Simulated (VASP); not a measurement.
The system is I.

```xyz
1
Lattice="0.0000 2.3656 3.9098 2.1922 0.0000 3.9098 2.1922 2.3656 0.0000" Properties=species:S:1:pos:R:3 pbc="T T T"
I     0.0000    0.0000    0.0000
```

Base run:

```yaml
Program: VASP 6.6.1
Functional: PBEsol
Potentials_or_basis: VASP PAW PBE potentials, release 64 (I)
Cutoff: 500 eV
k_mesh: 6 × 6 × 6
Occupations: gaussian, width 0.1 eV
Spin: no spin polarisation
```

Its results: pressure -1.3 GPa.

Problem. The run is repeated on the same cell with these changes: dispersion from none to D3(BJ). What comes out?

Solution. Pressure -2.4 GPa.

Dispersion adds attraction, which lowers the pressure at fixed volume and, as a term added to the energy, leaves the levels alone.

Caveats: the PAW data sets were made with another functional, which shifts forces and pressure a little; spin-orbit coupling is left out, which moves the levels of the heavy elements; an odd number of electrons without spin polarisation forces a metal; a magnetic or distorted state may lie lower; pairwise dispersion overbinds metals, which lowers pressure and volume (some runs).
